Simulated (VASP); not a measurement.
# Y (Pm-3m) in VASP: further runs

Y is run at these levels: PBEsol; tasks: density of states.

Everything below comes from runs of VASP 6.6.1. Logs are shortened: lines on timing, memory, paths and dates and some standing lists are left out, and cuts for length are marked.

## 1. The cell of the first run

Symmetry: Pm-3m, No. 221, cubic system. The conventional cell has a = 2.445 Å, b = 2.445 Å, c = 2.445 Å, α = 90.00°, β = 90.00°, γ = 90.00°. Within 3.2 Å of Y (site symmetry m-3m) lie 6 Y at 2.45 Å.

## 2. Density of states, PBEsol (volume scaled by 0.45)

POSCAR

```
Y
1.0
    2.4453416654      0.0000000000      0.0000000000
    0.0000000000      2.4453416654      0.0000000000
    0.0000000000      0.0000000000      2.4453416654
Y
1
Direct
    0.0000000000      0.0000000000      0.0000000000
```

INCAR.step1

```
SYSTEM = Y
PREC     = Accurate       ! precision mode
ENCUT    = 520            ! plane-wave cutoff, eV
EDIFF    = 1E-6           ! SCF threshold, eV
ISMEAR   = -1             ! smearing method
SIGMA    = 0.08           ! smearing width, eV
LREAL    = .False.        ! projectors in reciprocal space
LASPH    = .True.         ! aspherical terms in the spheres
NELM     = 60             ! most SCF steps
ALGO     = Normal         ! electronic algorithm
ISIF     = 2              ! what is computed and relaxed
LWAVE    = .False.        ! write WAVECAR
LCHARG   = .True.         ! write CHGCAR
LMAXMIX  = 4              ! l up to which the mixer works
GGA      = PS             ! functional
NBANDS   = 12             ! bands
```

KPOINTS.step1

```
regular mesh
0
Gamma
  12 12 12
  0 0 0
```

INCAR.step2

```
SYSTEM = Y
PREC     = Accurate       ! precision mode
ENCUT    = 520            ! plane-wave cutoff, eV
EDIFF    = 1E-6           ! SCF threshold, eV
ISMEAR   = -5             ! smearing method
SIGMA    = 0.08           ! smearing width, eV
LREAL    = .False.        ! projectors in reciprocal space
LASPH    = .True.         ! aspherical terms in the spheres
NELM     = 60             ! most SCF steps
ALGO     = Normal         ! electronic algorithm
ISIF     = 2              ! what is computed and relaxed
LWAVE    = .False.        ! write WAVECAR
LCHARG   = .False.        ! write CHGCAR
LMAXMIX  = 4              ! l up to which the mixer works
GGA      = PS             ! functional
LORBIT   = 11             ! projections on sites
NBANDS   = 12             ! bands
NEDOS    = 1001           ! points of the DOS
ICHARG   = 11             ! starting density
```

KPOINTS.step2

```
regular mesh
0
Gamma
  18 18 18
  0 0 0
```

Potentials or basis: VASP PAW PBE potentials, release 64 (Y_sv).

Run with:

```
> cat potpaw_PBE.64/Y_sv/POTCAR > POTCAR
> cp INCAR.step1 INCAR
> cp KPOINTS.step1 KPOINTS
> mpirun -np 1 vasp_std > vasp.out
> cp INCAR.step2 INCAR
> cp KPOINTS.step2 KPOINTS
> mpirun -np 1 vasp_std > vasp.out
```

OUTCAR:

```text
SYSTEM = Y
   PREC = Accurate
   ENCUT = 520
   EDIFF = 1E-6
   ISMEAR = -5
   LREAL = .False.
   LASPH = .True.
   NELM = 60
   ISIF = 2
   GGA = PS
   LORBIT = 11
   ICHARG = 11

 ion  position               nearest neighbor table
   1  0.000  0.000  0.000-

  LATTYP: Found a simple cubic cell.
 ALAT       =     2.4453416654

  Lattice vectors:

 A1 = (   2.4453416654,   0.0000000000,   0.0000000000)
 A2 = (   0.0000000000,   2.4453416654,   0.0000000000)
 A3 = (   0.0000000000,   0.0000000000,   2.4453416654)

Analysis of symmetry for initial positions (statically):
=====================================================================
 Subroutine PRICEL returns:
 Original cell was already a primitive cell.

 Routine SETGRP: Setting up the symmetry group for a
 simple cubic supercell.

 Subroutine GETGRP returns: Found 48 space group operations
 (whereof 48 operations were pure point group operations)
 out of a pool of 48 trial point group operations.

The static configuration has the point symmetry O_h .

Analysis of symmetry for dynamics (positions and initial velocities):
=====================================================================
 Subroutine PRICEL returns:
 Original cell was already a primitive cell.

 Routine SETGRP: Setting up the symmetry group for a
 simple cubic supercell.

 Subroutine GETGRP returns: Found 48 space group operations
 (whereof 48 operations were pure point group operations)
 out of a pool of 48 trial point group operations.

The dynamic configuration has the point symmetry O_h .

 Subroutine INISYM returns: Found 48 space group operations
 (whereof 48 operations are pure point group operations),
 and found     1 'primitive' translations

----------------------------------------------------------------------------------------

                                     Primitive cell

  volume of cell :      14.6224

  direct lattice vectors                    reciprocal lattice vectors
     2.445341665  0.000000000  0.000000000     0.408940809  0.000000000  0.000000000
     0.000000000  2.445341665  0.000000000     0.000000000  0.408940809  0.000000000
     0.000000000  0.000000000  2.445341665     0.000000000  0.000000000  0.408940809

  length of vectors
     2.445341665  2.445341665  2.445341665     0.408940809  0.408940809  0.408940809

  position of ions in fractional coordinates (direct lattice)
     0.000000000  0.000000000  0.000000000

  ion indices of the primitive-cell ions
   primitive index   ion index
                 1           1

----------------------------------------------------------------------------------------

 KPOINTS: regular mesh

Automatic generation of k-mesh.
 Grid dimensions read from file:
 generate k-points for:   18   18   18

 Generating k-lattice:

  Cartesian coordinates                     Fractional coordinates (reciprocal lattice)
     0.022718934  0.000000000  0.000000000     0.055555556  0.000000000  0.000000000
     0.000000000  0.022718934  0.000000000     0.000000000  0.055555556  0.000000000
     0.000000000  0.000000000  0.022718934     0.000000000  0.000000000  0.055555556

  Length of vectors
     0.022718934  0.022718934  0.022718934

  Shift w.r.t. Gamma in fractional coordinates (k-lattice)
     0.000000000  0.000000000  0.000000000

 TETIRR: Found   2900 inequivalent tetrahedra from    34992

 Subroutine IBZKPT returns following result:
 ===========================================

 Found    220 irreducible k-points:

 Following reciprocal coordinates:
            Coordinates               Weight
  0.000000  0.000000  0.000000      1.000000
  0.055556  0.000000  0.000000      6.000000
  0.111111  0.000000  0.000000      6.000000
  0.166667  0.000000  0.000000      6.000000
  0.222222  0.000000  0.000000      6.000000
  0.277778  0.000000  0.000000      6.000000
[... 16 lines left out ...]
  0.277778  0.111111  0.000000     24.000000
  0.333333  0.111111  0.000000     24.000000
 [... further k-points ...]
   k-points           NKPTS =    220   k-points in BZ     NKDIM =    220   number of bands    NBANDS=     12
   number of dos      NEDOS =   1001   number of ions     NIONS =      1
   total plane-waves  NPLWV =   5832
   dimension x,y,z NGX =    18 NGY =   18 NGZ =   18
   dimension x,y,z NGXF=    36 NGYF=   36 NGZF=   36
   ions per type =               1
   NGX,Y,Z   is equivalent  to a cutoff of  12.24, 12.24, 12.24 a.u.
   NGXF,Y,Z  is equivalent  to a cutoff of  24.47, 24.47, 24.47 a.u.
 SYSTEM =  Y
   PREC   = accura    normal or accurate (medium, high low for compatibility)
   ISTART =      0    job   : 0-new  1-cont  2-samecut
   ICHARG =     11    charge: 1-file 2-atom 10-const
   ISPIN  =      1    spin polarized calculation?
   LNONCOLLINEAR =      F non collinear calculations
   LSORBIT =      F    spin-orbit coupling
   LASPH  =      T    aspherical Exc in radial PAW
   ENCUT  =  520.0 eV  38.22 Ry    6.18 a.u.   4.55  4.55  4.55*2*pi/ulx,y,z
   NELM   =     60;   NELMIN=  2; NELMDL=  0     # of ELM steps
   EDIFF  = 0.1E-05   stopping-criterion for ELM
   LREAL  =      F    real-space projection
   EDIFFG = 0.1E-04   stopping-criterion for IOM
   NSW    =      0    number of steps for IOM
   IBRION =     -1    ionic relax: 0-MD 1-quasi-New 2-CG
   NFREE  =      0    steps in history (QN), initial steepest desc. (CG)
   ISIF   =      2    stress and relaxation
   ISYM   =      2    0-nonsym 1-usesym 2-fastsym
   POTIM  = 0.5000    time-step for ionic-motion
   TEBEG  =    0.0;   TEEND  =   0.0 temperature during run
   PSTRESS=    0.0 pullay stress
   NELECT =      11.0000    total number of electrons
   NUPDOWN=      -1.0000    fix difference up-down
   EMIN   =  10.00;   EMAX   =-10.00  energy-range for DOS
   EFERMI =   0.00;   METHOD = LEGACY
   ISMEAR =    -5;   SIGMA  =   0.08  broadening in eV -4-tet -1-fermi 0-gaus
   EFERMI_NEDOS =   21; number of points for ismear=-14 and -15
   IALGO  =     38    algorithm
   IMIX   =      4    mixing-type and parameters
     AMIX     =   0.40;   BMIX     =  1.00
     AMIX_MAG =   1.60;   BMIX_MAG =  1.00
  volume/ion in A,a.u.               =      14.62        98.68
  Fermi-wavevector in a.u.,A,eV,Ry     =   1.488902  2.813617 30.161801  2.216830
  Thomas-Fermi vector in A             =   2.601878
   LORBIT       =     11    0 simple, 1 ext, 2 COOP (PROOUT), +10 PAW based schemes
   GGA     = PS    functional components
   LHFCALC =     F    Hartree Fock is set to
   AEXX    =    0.0000 exact exchange contribution
   IVDW    =     0    specifies the selected vdW correction
   LEPSILON=     F    determine dielectric tensor
   LRPA    =     F    only Hartree local field effects (RPA)
 non-spin polarized calculation
 Fermi weights with tetrahedron method with Bloechl corrections
  energy-cutoff  :      520.00
  volume of cell :       14.62
 maximum number of plane-waves:       405

 number of electron      10.9999998 magnetization

 Free energy of the ion-electron system (eV)
  ---------------------------------------------------
  ext. energy  EPLUGINS =         0.00000000
  ---------------------------------------------------
  free energy    TOTEN  =        -3.11560017 eV

  energy without entropy =       -3.11560017  energy(sigma->0) =       -3.11560017

 E-fermi :   8.1432     XC(G=0): -13.2406

 val. band max:        8.2521838318   @ k =   0.5000   0.1111   0.1111
 cond. band min:       8.0260803229   @ k =   0.5000   0.2222   0.2222
 fundamental gap:     -0.2261035089
 Fermi energy:         8.1431681112

 k-point     1 :       0.0000    0.0000    0.0000
  band No.  band energies     occupation
      1     -35.5295      2.00000
      2     -11.9120      2.00000
      3     -11.9120      2.00000
      4     -11.9120      2.00000
      5       4.2455      2.00000
      6       5.2904      2.00000
      7       5.2904      2.00000
      8      20.0481      0.00000
      9      20.0481      0.00000
     10      20.0481      0.00000
     11      26.9042      0.00000
     12      26.9042      0.00000

 k-point     2 :       0.0556    0.0000    0.0000
  band No.  band energies     occupation
      1     -35.4976      2.00000
      2     -12.1582      2.00000
      3     -11.8922      2.00000
      4     -11.8922      2.00000
      5       4.3975      2.00000
      6       5.3338      2.00000
      7       5.5743      2.00000
      8      19.5916      0.00000
      9      19.5916      0.00000
     10      20.0730      0.00000
     11      26.3324      0.00000
     12      27.3276      0.00000

 k-point     3 :       0.1111    0.0000    0.0000
  band No.  band energies     occupation
      1     -35.4046      2.00000
      2     -12.8244      2.00000
      3     -11.8349      2.00000
      4     -11.8349      2.00000
      5       4.7101      2.00000
      6       5.4615      2.00000
      7       6.4841      2.00000
      8      18.5192      0.00000
      9      18.5192      0.00000
     10      20.1455      0.00000
     11      25.0358      0.00000
     12      28.2694      0.00000
[... 286 lines left out ...]
 k-point    23 :       0.2778    0.1111    0.0000
  band No.  band energies     occupation
      1     -34.7429      2.00000
      2     -15.6487      2.00000
      3     -12.3702      2.00000
      4     -11.4387      2.00000
      5       6.3334      2.00000
      6       7.3417      2.00000
      7      10.5898      0.00000
      8      14.2491      0.00000
      9      15.0262      0.00000
     10      19.2450      0.00000
     11      22.3960      0.00000
     12      25.7635      0.00000

 k-point    24 :       0.3333    0.1111    0.0000
  band No.  band energies     occupation
      1     -34.5394      2.00000
      2     -16.5068      2.00000
      3     -12.2365      2.00000
      4     -11.3226      2.00000
      5       6.7990      2.00000
      6       7.7010      2.00000
      7      10.5931      0.00000
      8      14.1228      0.00000
      9      14.5492      0.00000
     10      19.4305      0.00000
     11      22.3071      0.00000
     12      24.5682      0.00000

 [... further k-points ...]

------------------------ aborting loop because EDIFF is reached ----------------------------------------

  FORCE on cell =-STRESS in cart. coord.  units (eV):
  Direction    XX          YY          ZZ          XY          YZ          ZX
  --------------------------------------------------------------------------------------
  -------------------------------------------------------------------------------------
  Total        9.7014621      9.7014621      9.7014621      0.0000000     -0.0000000      0.0000000
  in kB     1062.9898789   1062.9898789   1062.9898789      0.0000000     -0.0000000      0.0000000
  external PRESSURE =    1062.9898789 kB  Pullay stress =       0.0000000 kB

 VOLUME and BASIS-vectors are now :
 -----------------------------------------------------------------------------
  energy-cutoff  :      520.00
  volume of cell :       14.62
      direct lattice vectors                 reciprocal lattice vectors
     2.445341665  0.000000000  0.000000000     0.408940809  0.000000000  0.000000000
     0.000000000  2.445341665  0.000000000     0.000000000  0.408940809  0.000000000
     0.000000000  0.000000000  2.445341665     0.000000000  0.000000000  0.408940809

 POSITION                                       TOTAL-FORCE (eV/Angst)
 -----------------------------------------------------------------------------------
      0.00000      0.00000      0.00000         0.000000      0.000000      0.000000
 -----------------------------------------------------------------------------------
    total drift:                                0.000000     -0.000000     -0.000000

  FREE ENERGIE OF THE ION-ELECTRON SYSTEM (eV)
  ---------------------------------------------------
  free  energy   TOTEN  =        -3.1156001713 eV

  energy  without entropy=       -3.1156001713  energy(sigma->0) =       -3.11560017

 total charge

# of ion       s       p       d       f       tot
--------------------------------------------------
    1        2.310   6.570   2.601   0.204  11.685
```

It took 15 s on 1 thread of Intel Xeon 6975P-C (Granite Rapids), shared host; peak memory 0.15 GiB.

Levels at points of the mesh, in eV from the Fermi level:
| k point | band 3 | band 4 | band 5 | band 6 | band 7 | band 8 |
| --- | --- | --- | --- | --- | --- | --- |
| (0.00, 0.00, 0.00) | -20.06 | -20.06 | -3.90 | -2.85 | -2.85 | 11.90 |
| (0.50, 0.00, 0.00) | -19.35 | -19.35 | -1.06 | 0.03 | 3.43 | 4.59 |
| (0.50, 0.50, 0.00) | -24.85 | -18.71 | -6.28 | 1.61 | 6.25 | 6.25 |
| (0.50, 0.50, 0.50) | -23.86 | -23.86 | -3.43 | -3.43 | -3.43 | 5.38 |

Caveat: the PAW data sets were made with another functional, which shifts forces and pressure a little; tetrahedron occupations give inexact forces and stress in metals.

## 3. Density of states, PBEsol (volume scaled by 0.68)

POSCAR

```
Y
1.0
    2.8061120843      0.0000000000      0.0000000000
    0.0000000000      2.8061120843      0.0000000000
    0.0000000000      0.0000000000      2.8061120843
Y
1
Direct
    0.0000000000      0.0000000000      0.0000000000
```

INCAR.step1

```
SYSTEM = Y
PREC = Accurate
ENCUT = 520
EDIFF = 1E-6
ISMEAR = -1
SIGMA = 0.08
LREAL = .FALSE.
LASPH = .TRUE.
NELM = 60
ALGO = Normal
ISIF = 2
LWAVE = .FALSE.
LCHARG = .TRUE.
LMAXMIX = 4
GGA = PS
NBANDS = 12
```

KPOINTS.step1

```
Automatic mesh
0
G
  12 12 12
  0 0 0
```

INCAR.step2

```
SYSTEM = Y
PREC = Accurate
ENCUT = 520
EDIFF = 1E-6
ISMEAR = -5
SIGMA = 0.08
LREAL = .FALSE.
LASPH = .TRUE.
NELM = 60
ALGO = Normal
ISIF = 2
LWAVE = .FALSE.
LCHARG = .FALSE.
LMAXMIX = 4
GGA = PS
LORBIT = 10
NEDOS = 1001
ICHARG = 11
```

KPOINTS.step2

```
Automatic mesh
0
G
  18 18 18
  0 0 0
```

Potentials or basis: VASP PAW PBE potentials, release 64 (Y_sv).

Run with:

```
> cat potpaw_PBE.64/Y_sv/POTCAR > POTCAR
> cp INCAR.step1 INCAR
> cp KPOINTS.step1 KPOINTS
> mpirun -np 1 vasp_std > vasp.out
> cp INCAR.step2 INCAR
> cp KPOINTS.step2 KPOINTS
> mpirun -np 1 vasp_std > vasp.out
```

Wall time 14 s (1 thread of Intel Xeon 6975P-C (Granite Rapids), shared host); peak memory 0.19 GiB.

The run converged. Its results:

```
Valence electrons inside the program's atomic spheres : Y 10.24
```

Levels at points of the mesh, in eV from the Fermi level:
```
           k point  band 2  band 3  band 4  band 5  band 6  band 7  band 8  band 9
(0.00, 0.00, 0.00)  -21.30  -21.30  -21.30   -4.80   -1.45   -1.45    8.15    8.15
(0.50, 0.00, 0.00)  -23.73  -21.05  -21.05   -1.36   -0.29    1.24    3.71    3.71
(0.50, 0.50, 0.00)  -23.31  -23.31  -20.83   -3.62    0.66    4.71    4.71    6.42
(0.50, 0.50, 0.50)  -22.94  -22.94  -22.94   -1.66   -1.66   -1.66    5.73   11.29
```

Caveat: the PAW data sets were made with another functional, which shifts forces and pressure a little; tetrahedron occupations give inexact forces and stress in metals.

## 4. Density of states, PBEsol (volume scaled by 0.68)

POSCAR is that of step 3.

INCAR.step1

```
  PREC = Accurate
  ENCUT = 520
  EDIFF = 1E-6
  ISMEAR = -1
  SIGMA = 0.08
  LREAL = False
  LASPH = True
  NELM = 80
  ALGO = Normal
  ISIF = 2
  LWAVE = False
  LCHARG = True
  LMAXMIX = 4
  GGA = PS
  NBANDS = 12
```

KPOINTS.step1

```
Automatic mesh
0
Gamma
  12 12 12
```

INCAR.step2

```
  PREC = Accurate
  ENCUT = 520
  EDIFF = 1E-6
  ISMEAR = -5
  SIGMA = 0.08
  LREAL = False
  LASPH = True
  NELM = 80
  ALGO = Normal
  ISIF = 2
  LWAVE = False
  LCHARG = False
  LMAXMIX = 4
  GGA = PS
  LORBIT = 10
  NEDOS = 1001
  ICHARG = 11
```

KPOINTS.step2

```
Automatic mesh
0
Gamma
  18 18 18
```

Run with:

```
> cat potpaw_PBE.64/Y_sv/POTCAR > POTCAR
> cp INCAR.step1 INCAR
> cp KPOINTS.step1 KPOINTS
> mpirun -np 1 vasp_std > vasp.out
> cp INCAR.step2 INCAR
> cp KPOINTS.step2 KPOINTS
> mpirun -np 1 vasp_std > vasp.out
```

Wall time 15 s (1 thread of Intel Xeon 6975P-C (Granite Rapids), shared host); peak memory 0.19 GiB.

The run converged. Its results:

```yaml
Valence_electrons_inside_the_program's_atomic_spheres: Y 10.24
```

Levels at points of the mesh, in eV from the Fermi level:
| k point | band 2 | band 3 | band 4 | band 5 | band 6 | band 7 | band 8 | band 9 |
| --- | --- | --- | --- | --- | --- | --- | --- | --- |
| (0.00, 0.00, 0.00) | -21.30 | -21.30 | -21.30 | -4.80 | -1.45 | -1.45 | 8.15 | 8.15 |
| (0.50, 0.00, 0.00) | -23.73 | -21.05 | -21.05 | -1.36 | -0.29 | 1.24 | 3.71 | 3.71 |
| (0.50, 0.50, 0.00) | -23.31 | -23.31 | -20.83 | -3.62 | 0.66 | 4.71 | 4.71 | 6.42 |
| (0.50, 0.50, 0.50) | -22.94 | -22.94 | -22.94 | -1.66 | -1.66 | -1.66 | 5.73 | 11.29 |

Caveat: the PAW data sets were made with another functional, which shifts forces and pressure a little; tetrahedron occupations give inexact forces and stress in metals.
